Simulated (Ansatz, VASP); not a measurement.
## Ti3C in VASP and in Ansatz

File INCAR:

```
SYSTEM = Ti3C
  PREC = Accurate
  ENCUT = 600
  EDIFF = 1E-6
  ISMEAR = 0
  SIGMA = 0.2
  LREAL = .FALSE.
  LASPH = .TRUE.
  NELM = 100
  ALGO = Normal
  ISIF = 3
  LWAVE = .FALSE.
  LCHARG = .FALSE.
  GGA = PE
  IBRION = 2
  NSW = 36
  EDIFFG = -0.08
```

The input KPOINTS:

```
regular mesh
0
G
  7 7 3
  0 0 0
```

POSCAR

```
Ti3C
1.0
    3.0000000000      0.0000000000      0.0000000000
   -1.5000000000      2.5980762100      0.0000000000
    0.0000000000      0.0000000000      6.8000000000
Ti C
3 1
Direct
    0.3333333300      0.6666666700      0.1750000000
    0.6666666700      0.3333333300      0.8250000000
    0.0000000000      0.0000000000      0.5000000000
    0.0000000000      0.0000000000      0.0000000000
```

Input for Ansatz:

```yaml
crystal:
  lattice:
    - [3.0, 0.0, 0.0]
    - [-1.5, 2.59807621, 0.0]
    - [0.0, 0.0, 6.8]
  atoms:
    - { symbol: Ti, position: [0.33333333, 0.66666667, 0.175] }
    - { symbol: Ti, position: [0.66666667, 0.33333333, 0.825] }
    - { symbol: Ti, position: [0.0, 0.0, 0.5] }
    - { symbol: C, position: [0.0, 0.0, 0.0] }
basis:
  ecutwfc: 420
kpoints:
  mp_grid: { grid: [7, 7, 3] }
hamiltonian:
  xc: pbe
scf:
  occupations: { method: gaussian, width: 0.2 }
  lower_state_search: "off"
output:
  forces: true
  stress: true
  eigenvalues: true
relax:
  adjacent_minimum: "off"
  f_tol: 0.08
  max_steps: 16
  cell: { stress_tol: 0.8 }
```

Alike in both runs: task relaxation of cell and atoms; functional PBE; k mesh 7 × 7 × 3; occupations gaussian, width 0.2 eV; no spin polarisation.

```csv
,VASP,Ansatz
version,VASP 6.6.1,Ansatz 0.2.0
potentials or method,"VASP PAW PBE potentials, release 64 (Ti_sv, C), cutoff 600 eV","scalar-relativistic, plane waves, PAW"
valence electrons in the cell,40,40
```

|  | VASP | Ansatz | Ansatz less VASP |
| --- | --- | --- | --- |
| gap on the k mesh at the Fermi level, each at its own relaxed structure (eV) | none | none | - |
| relaxed volume (Å³/atom) | 14.43 | 14.41 | -0.024 |
| relaxed length of the cell vector where the two differ most in proportion (Å) | 3.048 | 3.045 | -0.0029 |

A gap of «none» marks a metal or a gap that the smearing closes.
